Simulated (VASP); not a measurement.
Wanted: the native input for a VASP 6.6.1 run.

| Quantity | Value |
| --- | --- |
| Task | single point |
| Functional | PBE |
| Potentials or basis | VASP PAW PBE potentials, release 64 (Ca_sv, Ru_pv) |
| Cutoff | 520 eV |
| k mesh | 12 × 12 × 12 |
| Occupations | gaussian, width 0.1 eV |
| Spin | no spin polarisation |
| Dipole correction | no |
| Further INCAR settings | ALGO = Fast; EDIFF = 1e-06; NBANDS = 34 |

The structure of CaRu3 lies in POSCAR:

```
CaRu3
1.0
    4.0182352090      0.0000000000      0.0000000000
    0.0000000000      4.0182352090      0.0000000000
    0.0000000000      0.0000000000      4.0182352090
Ca Ru
1 3
Direct
    0.0000000000      0.0000000000      0.0000000000
    0.0000000000      0.5000000000      0.5000000000
    0.5000000000      0.0000000000      0.5000000000
    0.5000000000      0.5000000000      0.0000000000
```

The input as run:

INCAR

```
SYSTEM = CaRu3
PREC = Accurate ; ENCUT = 520
EDIFF = 1E-6 ; ISMEAR = 0
SIGMA = 0.1 ; LREAL = .False.
LASPH = .True. ; NELM = 80
ALGO = Fast ; ISIF = 2
LWAVE = .False. ; LCHARG = .False.
GGA = PE ; NBANDS = 34
```

KPOINTS

```
regular mesh
0
Gamma
  12 12 12
  0 0 0
```

Potentials or basis: VASP PAW PBE potentials, release 64 (Ca_sv, Ru_pv).

The run is started by

```sh
$ cat potpaw_PBE.64/Ca_sv/POTCAR potpaw_PBE.64/Ru_pv/POTCAR > POTCAR
$ mpirun -np 1 vasp_std > vasp.out
```

It gave:

* Pressure: 0.2 GPa
* Band gap on the k mesh: zero (bands 26 and 27 overlap by 2.25 eV)

It took 100 s on 1 thread of Intel(R) Xeon(R) 6975P-C (Granite Rapids) (shared host), peak memory 0.27 GiB.
